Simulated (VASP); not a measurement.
Crystal: SrVO3.

```
CELL_PARAMETERS angstrom
3.84090 0.00000 0.00000
0.00000 3.84090 0.00000
0.00000 0.00000 3.84090
ATOMIC_POSITIONS crystal
Sr 0.50000 0.50000 0.50000
V 0.00000 0.00000 0.00000
O 0.50000 0.00000 0.00000
O 0.00000 0.50000 0.00000
O 0.00000 0.00000 0.50000
```

- Program: VASP 6.6.1
- Task: relaxation of cell and atoms
- Functional: PBE
- Potentials or basis: VASP PAW PBE potentials, release 64 (Sr_sv, V_sv, O)
- Cutoff: 600 eV
- k mesh: 10 × 10 × 10
- Occupations: gaussian, width 0.1 eV
- Spin: collinear spin, ferromagnetic start
- Starting moments: [0.0, 0.42, 0.0, 0.0, 0.0] μB

At the start: pressure 3.3 GPa; volume 11.33 Å³/atom.

Task: Where does the relaxation end?

Result: Over 3 steps the energy falls by 2.1 meV/atom and the volume is 11.54 Å³/atom (+1.8 %); space group Pm-3m (No. 221, to 0.05 Å); moment 0.34 μB per cell.

Step by step:
```tsv
step	energy change (eV)	largest force (eV/Å)	pressure (GPa)	volume (Å³)
1	0.0000	0.0000	3.29	56.66
2	-0.0024	0.0000	-2.71	58.59
3	-0.0103	0.0000	0.00	57.68
```

Final structure:
```cif
data_structure
_symmetry_space_group_name_H-M 'P 1'
_symmetry_Int_Tables_number 1
_cell_length_a 3.8637
_cell_length_b 3.8637
_cell_length_c 3.8637
_cell_angle_alpha 90.000
_cell_angle_beta 90.000
_cell_angle_gamma 90.000
_cell_volume 57.68
loop_
_atom_site_label
_atom_site_type_symbol
_atom_site_fract_x
_atom_site_fract_y
_atom_site_fract_z
_atom_site_occupancy
Sr1 Sr 0.50000 0.50000 0.50000 1
V1 V 0.00000 0.00000 0.00000 1
O1 O 0.50000 0.00000 0.00000 1
O2 O 0.00000 0.50000 0.00000 1
O3 O 0.00000 0.00000 0.50000 1
```
